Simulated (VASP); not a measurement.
Wanted: the native input for a VASP 6.6.1 run.

- Task: single point
- Functional: r2SCAN
- Potentials or basis: VASP PAW PBE potentials, release 64 (Mg, O)
- Cutoff: 660 eV
- k mesh: 8 × 8 × 6
- Occupations: gaussian, width 0.02 eV
- Spin: no spin polarisation
- Dipole correction: no
- Further INCAR settings: ALGO = Normal; EDIFF = 1e-06; NBANDS = 16

The system is MgO (m.scan).

```
Mg O
1.0
     2.94227    0.00000    0.00000
     0.00000    2.94227    0.00000
     0.00000    0.00000    4.32078
Mg O
2 2
Direct
  0.00000 0.00000 0.00000
  0.50000 0.50000 0.50000
  0.50000 0.50000 0.00000
  0.00000 0.00000 0.50000
```

One way to write it, as run:

POSCAR

```
MgO
1.0
    2.9422714537      0.0000000000      0.0000000000
    0.0000000000      2.9422714537      0.0000000000
    0.0000000000      0.0000000000      4.3207801591
Mg O
2 2
Direct
    0.0000000000      0.0000000000      0.0000000000
    0.5000000000      0.5000000000      0.5000000000
    0.5000000000      0.5000000000      0.0000000000
    0.0000000000      0.0000000000      0.5000000000
```

INCAR.step1

```
SYSTEM = MgO
PREC = Accurate
ENCUT = 660
ISMEAR = 0
SIGMA = 0.02
LREAL = .False.
LASPH = .True.
NELM = 120
NBANDS = 16
GGA = PE
ALGO = Normal
EDIFF = 1E-5
LWAVE = .True.
LCHARG = .False.
GGA_COMPAT = .False.
```

INCAR.step2

```
SYSTEM = MgO
PREC = Accurate
ENCUT = 660
EDIFF = 1E-6
ISMEAR = 0
SIGMA = 0.02
LREAL = .False.
LASPH = .True.
NELM = 120
ALGO = Normal
ISIF = 2
LWAVE = .False.
LCHARG = .False.
METAGGA = R2SCAN
LMIXTAU = .True.
NBANDS = 16
ISTART = 1
GGA_COMPAT = .False.
```

KPOINTS

```
regular mesh
0
Gamma
  8 8 6
  0 0 0
```

Potentials or basis: VASP PAW PBE potentials, release 64 (Mg, O).

The run is started by

```sh
$ cat potpaw_PBE.64/Mg/POTCAR potpaw_PBE.64/O/POTCAR > POTCAR
$ cp INCAR.step1 INCAR
$ mpirun -np 1 vasp_std > vasp.out
$ cp INCAR.step2 INCAR
$ mpirun -np 1 vasp_std > vasp.out
```

Results of the run:

```
Pressure               : -2.0 GPa
Band gap on the k mesh : 5.54 eV
```

Caveat: the PAW data sets were made with another functional, which shifts forces and pressure a little.

It took 2.3 min on 1 thread of AMD EPYC 7R13 Processor (Zen 3), on a shared host, peak memory 0.17 GiB.
